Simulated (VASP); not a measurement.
Here is a VASP 6.6.1 calculation.

POSCAR

```
WS2
1.0
   -3.1810953848      0.0000000000      0.0000000000
   -1.5905476924     -2.7549094151      0.0000000000
    0.0000000000      0.0000000000     16.9507399883
W S
1 2
Direct
    0.3333333333      0.3333333333      0.0000000000
    0.6666666667      0.6666666667      0.9080224903
    0.6666666667      0.6666666667      0.0919775097
```

INCAR.step1

```
PREC = Accurate
ENCUT = 520
ISMEAR = 0
SIGMA = 0.05
LREAL = False
LASPH = True
NELM = 80
NBANDS = 20
GGA = PE
ALGO = Normal
EDIFF = 1E-4
LWAVE = True
LCHARG = False
```

INCAR.step2

```
PREC = Accurate
ENCUT = 520
EDIFF = 1E-6
ISMEAR = 0
SIGMA = 0.05
LREAL = False
LASPH = True
NELM = 80
ALGO = Normal
ISIF = 2
LWAVE = False
LCHARG = False
METAGGA = R2SCAN
LMIXTAU = True
NBANDS = 20
ISTART = 1
```

KPOINTS

```
regular mesh
0
Gamma
  10 10 2
```

Potentials or basis: VASP PAW PBE potentials, release 64 (W_sv, S).

Command:

```bash
$ cat potpaw_PBE.64/W_sv/POTCAR potpaw_PBE.64/S/POTCAR > POTCAR
$ cp INCAR.step1 INCAR
$ mpirun -np 1 vasp_std > vasp.out
$ cp INCAR.step2 INCAR
$ mpirun -np 1 vasp_std > vasp.out
```

Problem. Estimate the band gap on the k mesh.

Solution. 2.12 eV, indirect (least direct gap 2.29 eV).

Problem. Estimate the largest force.

Solution. 0.022 eV/Å.

Forces in eV/Å, atoms in the order of the input:
```
W    0.000  0.000  0.000
S    0.000  0.000 -0.022
S    0.000  0.000  0.022
```

Caveat: the PAW data sets were made with another functional, which shifts forces and pressure a little; spin-orbit coupling is left out, which moves the levels of the heavy elements.
